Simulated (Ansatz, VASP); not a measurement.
**Ti in VASP and in Ansatz**

Contents of INCAR:

```
SYSTEM = Ti
PREC = Accurate
ENCUT = 600
EDIFF = 1E-6
ISMEAR = 1
SIGMA = 0.1
LREAL = .FALSE.
LASPH = .TRUE.
NELM = 100
ALGO = Normal
ISIF = 3
LWAVE = .FALSE.
LCHARG = .FALSE.
GGA = PS
IBRION = 2
NSW = 80
EDIFFG = -0.02
```

KPOINTS

```
Automatic mesh
0
G
  7 7 10
  0 0 0
```

Contents of POSCAR:

```
Ti
1.0
    4.6000000000      0.0000000000      0.0000000000
   -2.3000000000      3.9837168600      0.0000000000
    0.0000000000      0.0000000000      2.8200000000
Ti
3
Direct
    0.0000000000      0.0000000000      0.0000000000
    0.3333333333      0.6666666667      0.5000000000
    0.6666666667      0.3333333333      0.5000000000
```

Input for Ansatz:

```yaml
crystal:
  lattice:
    - [4.6, 0.0, 0.0]
    - [-2.3, 3.98371686, 0.0]
    - [0.0, 0.0, 2.82]
  atoms:
    - { symbol: Ti, position: [0.0, 0.0, 0.0] }
    - { symbol: Ti, position: [0.3333333333333333, 0.6666666666666666, 0.5] }
    - { symbol: Ti, position: [0.6666666666666666, 0.3333333333333333, 0.5] }
basis:
  ecutwfc: 470.0
kpoints:
  mp_grid:
    grid: [7, 7, 10]
hamiltonian:
  xc: pbesol
  dispersion: none
scf:
  occupations:
    method: cold
relax:
  f_tol: 0.02
  max_steps: 60
  cell: {}
```

Alike in both runs: task relaxation of cell and atoms; functional PBEsol; k mesh 7 × 7 × 10; no spin polarisation.

```csv
,VASP,Ansatz
version,VASP 6.6.1,Ansatz 0.2.0
potentials or method,"VASP PAW PBE potentials, release 64 (Ti_sv), cutoff 600 eV","plane waves, PAW"
occupations,"methfessel-paxton of order 1, width 0.1 eV",cold
valence electrons in the cell,36,36
```

Ansatz gave:

* relaxed volume (Å³/atom): 16.46
* relaxed length of the cell vector where the two differ most in proportion (Å): 4.514

Task: What did VASP give for the same quantities?

Result: Relaxed volume (Å³/atom): 16.43; relaxed length of the cell vector where the two differ most in proportion (Å): 4.511.

VASP's potentials were made for PBE, not for PBEsol.
